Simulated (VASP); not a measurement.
MgS: relaxation of cell and atoms with PBE

MgS:

```xyz
8
Lattice="-0.0190 -0.0187 5.1497 -4.2126 4.1799 2.5751 -4.3581 -4.3441 2.6056" Properties=species:S:1:pos:R:3 pbc="T T T"
Mg   -2.9958    1.0637    5.0909
Mg   -5.5043   -1.4411    5.2251
Mg   -2.9341   -1.3274    2.7433
Mg   -5.4935    1.0899    7.6593
S    -3.1228   -1.1624    5.2576
S    -5.6932    1.2839    4.9753
S    -2.9816    1.2889    2.5610
S    -5.6333   -1.5271    7.8089
```

- Program: VASP 6.6.1
- Task: relaxation of cell and atoms
- Functional: PBE
- Potentials or basis: VASP PAW PBE potentials, release 64 (Mg, S)
- Cutoff: 600 eV
- k mesh: 4 × 4 × 4
- Occupations: gaussian, width 0.1 eV
- Spin: no spin polarisation
- Dipole correction: no
- Further INCAR settings: ALGO = Normal; EDIFF = 1e-06; IBRION = 2; EDIFFG = -0.025; NSW = 80; ISIF = 3

```json
{"Relaxed volume": "23.98 Å³/atom", "Relaxed cell": "a = 5.246 Å, b = 6.594 Å, c = 6.588 Å, α = 80.74°, β = 66.54°, γ = 66.56°", "Space group after relaxing (to 0.1 Å)": "I4/mcm (No. 140)", "Energy gained by relaxing": "118.3 meV/atom", "Ionic steps": "16", "Pressure after relaxing": "0.0 GPa", "Largest force after relaxing": "0.020 eV/Å", "Band gap on the k mesh": "2.95 eV"}
```

Forces on the atoms (eV/Å):
```
Mg   0.015 -0.008  0.001
Mg  -0.011  0.005  0.002
Mg   0.005 -0.010  0.003
Mg   0.008  0.004  0.000
S   -0.016 -0.002 -0.002
S    0.004  0.003  0.009
S    0.005 -0.008 -0.007
S   -0.011  0.016 -0.006
```

The path:
| step | energy change (eV) | largest force (eV/Å) | pressure (GPa) | volume (Å³) |
| --- | --- | --- | --- | --- |
| 1 | 0.0000 | 2.9170 | 3.00 | 187.63 |
| 2 | -0.6745 | 0.8050 | -1.67 | 199.75 |
| 3 | -0.6758 | 0.7792 | -1.84 | 200.45 |
| 4 | -0.8287 | 0.5188 | -0.34 | 193.81 |
| 5 | -0.8607 | 0.5075 | 0.92 | 189.34 |
| 6 | -0.9081 | 0.3451 | 0.25 | 191.22 |
| 7 | -0.9134 | 0.2743 | -0.01 | 192.08 |
| 8 | -0.9272 | 0.1691 | -0.10 | 192.26 |
| 9 | -0.9325 | 0.1497 | -0.18 | 192.46 |
| 10 | -0.9381 | 0.1236 | 0.14 | 191.37 |
| 11 | -0.9391 | 0.1077 | 0.36 | 190.65 |
| 12 | -0.9429 | 0.0737 | 0.18 | 191.29 |
| 13 | -0.9447 | 0.0805 | -0.05 | 192.16 |
| 14 | -0.9457 | 0.0414 | -0.04 | 192.07 |
| 15 | -0.9461 | 0.0314 | -0.03 | 192.00 |
| 16 | -0.9464 | 0.0202 | 0.02 | 191.81 |

Final structure:
```
CELL_PARAMETERS angstrom
-0.00019 -0.00046 5.24552
-4.28485 4.27136 2.62324
-4.27991 -4.26767 2.62225
ATOMIC_POSITIONS crystal
Mg 0.64155 0.50302 0.21402
Mg 0.35844 0.49707 0.78596
Mg 0.14386 0.21405 0.49790
Mg 0.85562 0.78619 0.50225
S 0.65275 0.19693 0.49768
S 0.34724 0.80296 0.50212
S 0.15002 0.50336 0.19714
S 0.85052 0.49643 0.80293
```

Levels at points of the mesh, in eV from the valence-band top:
| k point | band 14 | band 15 | band 16 | band 17 | band 18 | band 19 |
| --- | --- | --- | --- | --- | --- | --- |
| (0.00, 0.00, 0.00) | -0.66 | -0.66 | 0.00 | 2.95 | 4.31 | 4.34 |
| (0.50, 0.00, 0.00) | -0.80 | -0.43 | -0.42 | 4.68 | 4.75 | 5.64 |
| (0.00, 0.50, 0.00) | -0.78 | -0.59 | -0.49 | 3.57 | 4.11 | 4.73 |
| (0.50, 0.50, 0.00) | -0.80 | -0.43 | -0.42 | 4.67 | 4.74 | 5.64 |
| (0.00, 0.00, 0.50) | -0.78 | -0.58 | -0.49 | 3.58 | 4.11 | 4.72 |
| (0.50, 0.00, 0.50) | -0.80 | -0.43 | -0.42 | 4.67 | 4.74 | 5.65 |
| (0.00, 0.50, 0.50) | -1.24 | -1.23 | -0.63 | 3.00 | 4.43 | 4.87 |
| (0.50, 0.50, 0.50) | -0.80 | -0.43 | -0.42 | 4.68 | 4.75 | 5.64 |

Wall time 13 min on 1 thread of AMD EPYC 9R45 (Zen 5), on a shared host, peak memory 0.41 GiB.

A k mesh can miss the band edges.
